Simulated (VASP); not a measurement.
# NaCl (I4/mmm) in VASP: notebook

Runs on NaCl. Level: PBEsol. Tasks: single point.

All numbers are computed with VASP 6.6.1; they aren't measurements. Logs are shortened: lines on timing, memory, paths and dates and some standing lists are left out, and cuts for length are marked.

## Step 1: The cell of the first run

It takes space group I4/mmm (No. 139, tetragonal). The conventional cell has a = 4.005 Å, b = 4.005 Å, c = 5.210 Å, α = 90.00°, β = 90.00°, γ = 90.00°. Within 3.4 Å of Na (site symmetry 4/mmm) lie 6 Cl at 2.61 to 2.83 Å. Within 3.4 Å of Cl (site symmetry 4/mmm) lie 6 Na at 2.61 to 2.83 Å.

## Step 2: Single point, PBEsol (strain +0.000 along x and y, -0.080 along z)

INCAR reads:

```
SYSTEM = NaCl
ALGO     = Normal         ! electronic algorithm
EDIFF    = 1E-7           ! SCF threshold, eV
ENCUT    = 520            ! plane-wave cutoff, eV
GGA      = PS             ! functional
ISIF     = 2              ! what is computed and relaxed
ISMEAR   = 0              ! smearing method
LASPH    = .True.         ! aspherical terms in the spheres
LCHARG   = .False.        ! write CHGCAR
LREAL    = .False.        ! projectors in reciprocal space
LWAVE    = .False.        ! write WAVECAR
NBANDS   = 14             ! bands
NELM     = 100            ! most SCF steps
PREC     = Accurate       ! precision mode
SIGMA    = 0.05           ! smearing width, eV
```

KPOINTS reads:

```
k-points
0
Gamma
  8 8 8
  0 0 0
```

POSCAR reads:

```
NaCl
1.0
    0.0000000000      2.8317500000      2.6052100000
    2.8317500000      0.0000000000      2.6052100000
    2.8317500000      2.8317500000      0.0000000000
Na Cl
1 1
Direct
    0.0000000000      0.0000000000      0.0000000000
    0.5000000000      0.5000000000      0.5000000000
```

Potentials or basis: VASP PAW PBE potentials, release 64 (Na_pv, Cl).

Run with:

```bash
$ cat potpaw_PBE.64/Na_pv/POTCAR potpaw_PBE.64/Cl/POTCAR > POTCAR
$ mpirun -np 1 vasp_std > vasp.out
```

OUTCAR:

```text
SYSTEM = NaCl
   EDIFF = 1E-7
   ENCUT = 520
   GGA = PS
   ISIF = 2
   ISMEAR = 0
   LASPH = .True.
   LREAL = .False.
   NELM = 100
   PREC = Accurate

 ion  position               nearest neighbor table
   1  0.000  0.000  0.000-   2 2.61   2 2.61
   2  0.500  0.500  0.500-   1 2.61   1 2.61

  LATTYP: Found a body centered tetragonal cell.
 ALAT       =     4.0046992553
 C/A-ratio  =     1.3010764774

  Lattice vectors:

 A1 = (   0.0000000000,  -2.8317500000,  -2.6052100000)
 A2 = (   0.0000000000,   2.8317500000,  -2.6052100000)
 A3 = (   2.8317500000,   0.0000000000,   2.6052100000)

Analysis of symmetry for initial positions (statically):
=====================================================================
 Subroutine PRICEL returns:
 Original cell was already a primitive cell.

 Routine SETGRP: Setting up the symmetry group for a
 body centered tetragonal supercell.

 Subroutine GETGRP returns: Found 16 space group operations
 (whereof 16 operations were pure point group operations)
 out of a pool of 16 trial point group operations.

The static configuration has the point symmetry D_4h.

Analysis of symmetry for dynamics (positions and initial velocities):
=====================================================================
 Subroutine PRICEL returns:
 Original cell was already a primitive cell.

 Routine SETGRP: Setting up the symmetry group for a
 body centered tetragonal supercell.

 Subroutine GETGRP returns: Found 16 space group operations
 (whereof 16 operations were pure point group operations)
 out of a pool of 16 trial point group operations.

The dynamic configuration has the point symmetry D_4h.

 Subroutine INISYM returns: Found 16 space group operations
 (whereof 16 operations are pure point group operations),
 and found     1 'primitive' translations

----------------------------------------------------------------------------------------

                                     Primitive cell

  volume of cell :      41.7814

  direct lattice vectors                    reciprocal lattice vectors
     0.000000000  2.831750000  2.605210000    -0.176569259  0.176569259  0.191923108
     2.831750000  0.000000000  2.605210000     0.176569259 -0.176569259  0.191923108
     2.831750000  2.831750000  0.000000000     0.176569259  0.176569259 -0.191923108

  length of vectors
     3.847847087  3.847847087  4.004699255     0.314941083  0.314941083  0.314941083

  position of ions in fractional coordinates (direct lattice)
     0.000000000  0.000000000  0.000000000
[... 89 lines left out ...]
   NELECT =      14.0000    total number of electrons
   NUPDOWN=      -1.0000    fix difference up-down
   EMIN   =  10.00;   EMAX   =-10.00  energy-range for DOS
   EFERMI =   0.00;   METHOD = LEGACY
   ISMEAR =     0;   SIGMA  =   0.05  broadening in eV -4-tet -1-fermi 0-gaus
   EFERMI_NEDOS =   21; number of points for ismear=-14 and -15
   IALGO  =     38    algorithm
   IMIX   =      4    mixing-type and parameters
     AMIX     =   0.40;   BMIX     =  1.00
     AMIX_MAG =   1.60;   BMIX_MAG =  1.00
  volume/ion in A,a.u.               =      20.89       140.98
  Fermi-wavevector in a.u.,A,eV,Ry     =   1.137077  2.148765 17.591582  1.292945
  Thomas-Fermi vector in A             =   2.273782
   LORBIT       =      0    0 simple, 1 ext, 2 COOP (PROOUT), +10 PAW based schemes
   GGA     = PS    functional components
   LHFCALC =     F    Hartree Fock is set to
   AEXX    =    0.0000 exact exchange contribution
   IVDW    =     0    specifies the selected vdW correction
   LEPSILON=     F    determine dielectric tensor
   LRPA    =     F    only Hartree local field effects (RPA)
 non-spin polarized calculation
 Gauss-broadening in eV      SIGMA  =   0.05
  energy-cutoff  :      520.00
  volume of cell :       41.78
 maximum number of plane-waves:      1170
 NGX is ok and might be reduce to    30
   NGX = 15   NGY = 15   NGZ = 15

 number of electron      14.0000000 magnetization

 Free energy of the ion-electron system (eV)
  ---------------------------------------------------
  ext. energy  EPLUGINS =         0.00000000
  ---------------------------------------------------
  free energy    TOTEN  =        -6.94877388 eV

  energy without entropy =       -6.94877388  energy(sigma->0) =       -6.94877388

 E-fermi :  -0.0930     XC(G=0):  -8.6403

 val. band max:       -0.3373902993   @ k =   0.0000   0.0000   0.0000
 cond. band min:       4.8433059056   @ k =   0.0000   0.0000   0.0000
 fundamental gap:      5.1806962049
 Fermi energy:        -0.0930412215

 k-point     1 :       0.0000    0.0000    0.0000
  band No.  band energies     occupation
      1     -20.8745      2.00000
      2     -20.8745      2.00000
      3     -20.8734      2.00000
      4     -13.1844      2.00000
      5      -0.4089      2.00000
      6      -0.3374      2.00000
      7      -0.3374      2.00000
      8       4.8433      0.00000
      9      10.5210      0.00000
     10      10.5210      0.00000
     11      11.1785      0.00000
     12      12.4733      0.00000
     13      13.5462      0.00000
     14      14.5641      0.00000
[... 377 lines left out ...]
      1     -20.9050      2.00000
      2     -20.8796      2.00000
      3     -20.8768      2.00000
      4     -12.8510      2.00000
      5      -2.0454      2.00000
      6      -0.7765      2.00000
      7      -0.6673      2.00000
      8       7.1167      0.00000
      9       9.5334      0.00000
     10      10.1329      0.00000
     11      11.5526      0.00000
     12      13.3991      0.00000
     13      14.7440      0.00000
     14      16.3683      0.00000

 [... further k-points ...]

------------------------ aborting loop because EDIFF is reached ----------------------------------------

  FORCE on cell =-STRESS in cart. coord.  units (eV):
  Direction    XX          YY          ZZ          XY          YZ          ZX
  --------------------------------------------------------------------------------------
  -------------------------------------------------------------------------------------
  Total        0.0532769      0.0532769      1.5384644      0.0000000     -0.0000000      0.0000000
  in kB        2.0429940      2.0429940     58.9950367      0.0000000     -0.0000000      0.0000000
  external PRESSURE =      21.0270082 kB  Pullay stress =       0.0000000 kB

 VOLUME and BASIS-vectors are now :
 -----------------------------------------------------------------------------
  energy-cutoff  :      520.00
  volume of cell :       41.78
      direct lattice vectors                 reciprocal lattice vectors
     0.000000000  2.831750000  2.605210000    -0.176569259  0.176569259  0.191923108
     2.831750000  0.000000000  2.605210000     0.176569259 -0.176569259  0.191923108
     2.831750000  2.831750000  0.000000000     0.176569259  0.176569259 -0.191923108

 POSITION                                       TOTAL-FORCE (eV/Angst)
 -----------------------------------------------------------------------------------
      0.00000      0.00000      0.00000         0.000000      0.000000      0.000000
      2.83175      2.83175      2.60521         0.000000      0.000000     -0.000000
 -----------------------------------------------------------------------------------
    total drift:                               -0.000000      0.000000      0.000000

  FREE ENERGIE OF THE ION-ELECTRON SYSTEM (eV)
  ---------------------------------------------------
  free  energy   TOTEN  =        -6.9487738794 eV

  energy  without entropy=       -6.9487738794  energy(sigma->0) =       -6.94877388
```

OSZICAR:

```text
N       E                     dE             d eps       ncg     rms          rms(c)
DAV:   1     0.101326324618E+03    0.10133E+03   -0.71200E+03  1658   0.104E+03
DAV:   2     0.970928672914E+00   -0.10036E+03   -0.91988E+02  1816   0.282E+02
DAV:   3    -0.698357717834E+01   -0.79545E+01   -0.79095E+01  2162   0.717E+01
DAV:   4    -0.710751182518E+01   -0.12393E+00   -0.12389E+00  1928   0.983E+00
DAV:   5    -0.711016847015E+01   -0.26566E-02   -0.26564E-02  2198   0.144E+00    0.197E+00
DAV:   6    -0.695710530844E+01    0.15306E+00   -0.23908E-01  2068   0.359E+00    0.142E+00
DAV:   7    -0.694572544980E+01    0.11380E-01   -0.63159E-02  2424   0.170E+00    0.954E-01
DAV:   8    -0.694886575965E+01   -0.31403E-02   -0.72467E-03  1862   0.797E-01    0.292E-01
DAV:   9    -0.694874617126E+01    0.11959E-03   -0.21125E-04  2084   0.116E-01    0.163E-01
DAV:  10    -0.694878095975E+01   -0.34788E-04   -0.22224E-04  2012   0.109E-01    0.471E-02
DAV:  11    -0.694877402730E+01    0.69325E-05   -0.14979E-05  2132   0.335E-02    0.124E-02
DAV:  12    -0.694877380144E+01    0.22586E-06   -0.14882E-06  1982   0.930E-03    0.124E-03
DAV:  13    -0.694877387937E+01   -0.77926E-07   -0.10070E-07  2096   0.276E-03
   1 F= -.69487739E+01 E0= -.69487739E+01  d E =-.467800E-14
```

Wall time 35 s (1 thread of Intel Xeon 8259CL, shared host); peak memory 0.18 GiB.

What came out:

| Quantity | Value |
| --- | --- |
| Free energy | -6.9488 eV |
| Pressure | 2.1 GPa |
| Band gap on the k mesh | 5.18 eV |

Caveat: the cell differs from its parent crystal (strain +0.000 along x and y, -0.080 along z); the PAW data sets were made with another functional, which shifts forces and pressure a little.

## Step 3: Single point, PBEsol (strain +0.040 along x and y, -0.080 along z)

INCAR reads:

```
  PREC = Accurate
  ENCUT = 520
  EDIFF = 1E-6
  ISMEAR = 0
  SIGMA = 0.05
  LREAL = F
  LASPH = T
  NELM = 60
  ALGO = Normal
  ISIF = 2
  LWAVE = F
  LCHARG = F
  GGA = PS
  NBANDS = 14
```

KPOINTS reads:

```
regular mesh
0
Gamma
  8 8 8
```

POSCAR reads:

```
NaCl
1.0
    0.0000000000      2.9450200000      2.6052100000
    2.9450200000      0.0000000000      2.6052100000
    2.9450200000      2.9450200000      0.0000000000
Na Cl
1 1
Direct
    0.0000000000      0.0000000000      0.0000000000
    0.5000000000      0.5000000000      0.5000000000
```

Potentials or basis: VASP PAW PBE potentials, release 64 (Na_pv, Cl).

Run with:

```bash
$ cat potpaw_PBE.64/Na_pv/POTCAR potpaw_PBE.64/Cl/POTCAR > POTCAR
$ mpirun -np 1 vasp_std > vasp.out
```

Wall time 35 s (1 thread of Intel Xeon 8259CL, shared host); peak memory 0.18 GiB.

It converged, with:

```
Free energy            : -6.9317 eV
Pressure               : 0.4 GPa
Band gap on the k mesh : 4.88 eV
```

Stress tensor (GPa, compression positive):
```
-1.69  0.00  0.00
 0.00 -1.69  0.00
 0.00  0.00  4.51
```

Levels at points of the mesh, in eV from the valence-band top:
```csv
k point,band 4,band 5,band 6,band 7,band 8,band 9,band 10,band 11
"(0.00, 0.00, 0.00)",-12.68,-0.13,0.00,0.00,4.88,10.74,10.74,11.65
"(0.50, 0.00, 0.00)",-12.32,-2.00,-0.38,-0.26,7.01,10.24,10.38,11.63
"(0.50, 0.50, 0.00)",-12.23,-1.63,-0.80,-0.80,7.50,7.57,11.82,14.01
"(0.50, 0.00, 0.50)",-12.32,-1.75,-0.73,-0.37,7.46,8.10,10.66,14.08
```

Caveat: the cell differs from its parent crystal (strain +0.040 along x and y, -0.080 along z); the PAW data sets were made with another functional, which shifts forces and pressure a little. A k mesh can miss the band edges.

## Step 4: Single point, PBEsol (strain +0.080 along x and y, +0.040 along z)

INCAR reads:

```
PREC = Accurate ; ENCUT = 520
EDIFF = 1E-6 ; ISMEAR = 0
SIGMA = 0.05 ; LREAL = False
LASPH = True ; NELM = 80
ALGO = Normal ; ISIF = 2
LWAVE = False ; LCHARG = False
GGA = PS ; NBANDS = 14
```

KPOINTS is that of step 3.

POSCAR reads:

```
NaCl
1.0
    0.0000000000      3.0582900000      2.9450200000
    3.0582900000      0.0000000000      2.9450200000
    3.0582900000      3.0582900000      0.0000000000
Na Cl
1 1
Direct
    0.0000000000      0.0000000000      0.0000000000
    0.5000000000      0.5000000000      0.5000000000
```

Potentials or basis: VASP PAW PBE potentials, release 64 (Na_pv, Cl).

Run with:

```bash
$ cat potpaw_PBE.64/Na_pv/POTCAR potpaw_PBE.64/Cl/POTCAR > POTCAR
$ mpirun -np 1 vasp_std > vasp.out
```

OUTCAR:

```text
PREC = Accurate
   ENCUT = 520
   EDIFF = 1E-6
   ISMEAR = 0
   LREAL = False
   LASPH = True
   NELM = 80
   ISIF = 2
   GGA = PS

 ion  position               nearest neighbor table
   1  0.000  0.000  0.000-
   2  0.500  0.500  0.500-

  LATTYP: Found a body centered tetragonal cell.
 ALAT       =     4.3250751957
 C/A-ratio  =     1.3618352823

  Lattice vectors:

 A1 = (   0.0000000000,  -3.0582900000,  -2.9450200000)
 A2 = (   0.0000000000,   3.0582900000,  -2.9450200000)
[... 592 lines left out ...]

------------------------ aborting loop because EDIFF is reached ----------------------------------------

  FORCE on cell =-STRESS in cart. coord.  units (eV):
  Direction    XX          YY          ZZ          XY          YZ          ZX
  --------------------------------------------------------------------------------------
  -------------------------------------------------------------------------------------
  Total       -1.2096003     -1.2096003     -1.1104328      0.0000000     -0.0000000      0.0000000
  in kB      -35.1784646    -35.1784646    -32.2944048      0.0000000     -0.0000000      0.0000000
  external PRESSURE =     -34.2171113 kB  Pullay stress =       0.0000000 kB

 VOLUME and BASIS-vectors are now :
 -----------------------------------------------------------------------------
  energy-cutoff  :      520.00
  volume of cell :       55.09
      direct lattice vectors                 reciprocal lattice vectors
     0.000000000  3.058290000  2.945020000    -0.163490055  0.163490055  0.169778134
     3.058290000  0.000000000  2.945020000     0.163490055 -0.163490055  0.169778134
     3.058290000  3.058290000  0.000000000     0.163490055  0.163490055 -0.169778134

 POSITION                                       TOTAL-FORCE (eV/Angst)
 -----------------------------------------------------------------------------------
      0.00000      0.00000      0.00000         0.000000     -0.000000      0.000000
      3.05829      3.05829      2.94502        -0.000000      0.000000      0.000000
 -----------------------------------------------------------------------------------
    total drift:                                0.000000     -0.000000      0.000000

  FREE ENERGIE OF THE ION-ELECTRON SYSTEM (eV)
  ---------------------------------------------------
  free  energy   TOTEN  =        -6.8515849985 eV

  energy  without entropy=       -6.8515849985  energy(sigma->0) =       -6.85158500
```

OSZICAR:

```text
N       E                     dE             d eps       ncg     rms          rms(c)
DAV:   1     0.978404316861E+02    0.97840E+02   -0.68898E+03  1666   0.946E+02
DAV:   2     0.217867759613E+01   -0.95662E+02   -0.87774E+02  1814   0.253E+02
DAV:   3    -0.689946331990E+01   -0.90781E+01   -0.90134E+01  2114   0.728E+01
DAV:   4    -0.706595497054E+01   -0.16649E+00   -0.16642E+00  2012   0.109E+01
DAV:   5    -0.706967271986E+01   -0.37177E-02   -0.37176E-02  2158   0.164E+00    0.193E+00
DAV:   6    -0.685918371377E+01    0.21049E+00   -0.37150E-01  2102   0.352E+00    0.135E+00
DAV:   7    -0.684595857358E+01    0.13225E-01   -0.70856E-02  2266   0.156E+00    0.918E-01
DAV:   8    -0.685151869635E+01   -0.55601E-02   -0.10985E-02  1874   0.855E-01    0.263E-01
DAV:   9    -0.685148323290E+01    0.35463E-04   -0.19586E-04  2180   0.110E-01    0.231E-01
DAV:  10    -0.685162841020E+01   -0.14518E-03   -0.99684E-04  1934   0.152E-01    0.143E-01
DAV:  11    -0.685158800172E+01    0.40408E-04   -0.83732E-05  2138   0.577E-02    0.552E-02
DAV:  12    -0.685158440686E+01    0.35949E-05   -0.13111E-05  1904   0.209E-02    0.155E-02
DAV:  13    -0.685158499850E+01   -0.59164E-06   -0.30086E-06  2078   0.107E-02
   1 F= -.68515850E+01 E0= -.68515850E+01  d E =-.116874E-21
```

stdout:

```text
POSCAR found type information on POSCAR NaCl
 POSCAR found :  2 types and       2 ions
 scaLAPACK will be used
 -----------------------------------------------------------------------------
|                                                                             |
|                                                                             |
|     You enforced a specific xc type in the INCAR file but a different       |
|     I HOPE YOU KNOW WHAT YOU ARE DOING!                                     |
|                                                                             |
 -----------------------------------------------------------------------------

 LDA part: xc-table for (Slater+PW92), standard interpolation
 POSCAR, INCAR and KPOINTS ok, starting setup
 FFT: planning ... GRIDC
 FFT: planning ... GRID_SOFT
 FFT: planning ... GRID
 WAVECAR not read
 entering main loop
```

Wall time 33 s (1 thread of Intel Xeon 8259CL, shared host); peak memory 0.19 GiB.

What came out:

* Free energy: -6.8516 eV
* Pressure: -3.4 GPa
* Band gap on the k mesh: 4.28 eV

Stress tensor (GPa, compression positive):
```
-3.52  0.00  0.00
 0.00 -3.52  0.00
 0.00  0.00 -3.23
```

Caveat: the cell differs from its parent crystal (strain +0.080 along x and y, +0.040 along z); the cell stands under tension; the PAW data sets were made with another functional, which shifts forces and pressure a little. A k mesh can miss the band edges.

## Step 5: Summary

| cell | gap on the mesh (eV) | pressure (GPa) |
| --- | --- | --- |
| a = 3.848, b = 3.848, c = 4.005 Å, angles 58.6, 58.6, 62.7°, 2 atoms | 5.18 | 2.1 |
| a = 3.932, b = 3.932, c = 4.165 Å, angles 58.0, 58.0, 64.0°, 2 atoms | 4.88 | 0.4 |
| a = 4.246, b = 4.246, c = 4.325 Å, angles 59.4, 59.4, 61.2°, 2 atoms | 4.28 | -3.4 |

Alike in all rows: task single point; level PBEsol; potentials or basis VASP PAW PBE potentials, release 64 (Na_pv, Cl); no spin polarisation; k mesh 8 × 8 × 8; cutoff (eV) 520; smearing gaussian 0.05 eV.

Caveats: the PAW data sets were made with another functional, which shifts forces and pressure a little; the cell stands under tension (at least some runs).

Total energies depend on the potentials used, so only differences within one code and one set of settings carry meaning.
